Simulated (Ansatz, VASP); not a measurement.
Ta2SiO3 in VASP and in Ansatz

The input INCAR:

```
SYSTEM = Ta2SiO3
  ALGO = Normal
  EDIFF = 1E-7
  EDIFFG = -0.08
  ENCUT = 600
  GGA = PE
  IBRION = 2
  ISIF = 3
  ISMEAR = 0
  LASPH = .True.
  LCHARG = .False.
  LREAL = .False.
  LWAVE = .False.
  NELM = 80
  NSW = 36
  PREC = Accurate
  SIGMA = 0.15
```

Contents of KPOINTS:

```
k-points
0
Gamma
  4 4 2
  0 0 0
```

The input POSCAR:

```
Ta2SiO3
1.0
    3.2662524400      0.0000000000      0.0000000000
    0.0000000000      3.2662524400      0.0000000000
    0.0000000000      0.0000000000      7.1958607900
Ta Si O
2 1 3
Direct
    0.0000000000      0.5000000000      0.7315000300
    0.5000000000      0.0000000000      0.2684999700
    0.0000000000      0.0000000000      0.0000000000
    0.0000000000      0.5000000000      0.3835000100
    0.5000000000      0.0000000000      0.6164999900
    0.5000000000      0.5000000000      0.0000000000
```

Input for Ansatz:

```yaml
crystal:
  lattice:
    - [3.26625244, 0.0, 0.0]
    - [0.0, 3.26625244, 0.0]
    - [0.0, 0.0, 7.19586079]
  atoms:
    - { symbol: Ta, position: [0.0, 0.5, 0.73150003] }
    - { symbol: Ta, position: [0.5, 0.0, 0.26849997] }
    - { symbol: Si, position: [0.0, 0.0, 0.0] }
    - { symbol: O, position: [0.0, 0.5, 0.38350001] }
    - { symbol: O, position: [0.5, 0.0, 0.61649999] }
    - { symbol: O, position: [0.5, 0.5, 0.0] }
basis:
  ecutwfc: 420
kpoints:
  mp_grid: { grid: [4, 4, 2] }
hamiltonian:
  xc: pbe
scf:
  occupations: { method: gaussian, width: 0.15 }
  lower_state_search: "off"
output:
  forces: true
  stress: true
  eigenvalues: true
relax:
  adjacent_minimum: "off"
  f_tol: 0.08
  max_steps: 16
  cell: { stress_tol: 0.8 }
```

Change from the starting cell: species swapped into the Ti2CuSb3 type (P-4m2, No. 115).

Alike in both runs: task relaxation of cell and atoms; functional PBE; k mesh 4 × 4 × 2; occupations gaussian, width 0.15 eV; no spin polarisation.

|  | VASP | Ansatz |
| --- | --- | --- |
| version | VASP 6.6.1 | Ansatz 0.2.0 |
| potentials or method | VASP PAW PBE potentials, release 64 (Ta_pv, Si, O), cutoff 600 eV | scalar-relativistic, plane waves, PAW |
| valence electrons in the cell | 44 | 48 |

```tsv
	VASP	Ansatz	Ansatz less VASP
gap on the k mesh at the Fermi level, each at its own relaxed structure (eV)	none	none	-
relaxed volume (Å³/atom)	11.35	11.41	+0.056
relaxed length of the cell vector where the two differ most in proportion (Å)	7.848	7.995	+0.1468
```

A gap of «none» marks a metal or a gap that the smearing closes. VASP's potentials hold 44 valence electrons a cell and Ansatz's 48, so a difference there can come from the potentials and not from the codes.

The k mesh is coarse, so the values compare programs but aren't converged. Neither program's run includes spin-orbit coupling.
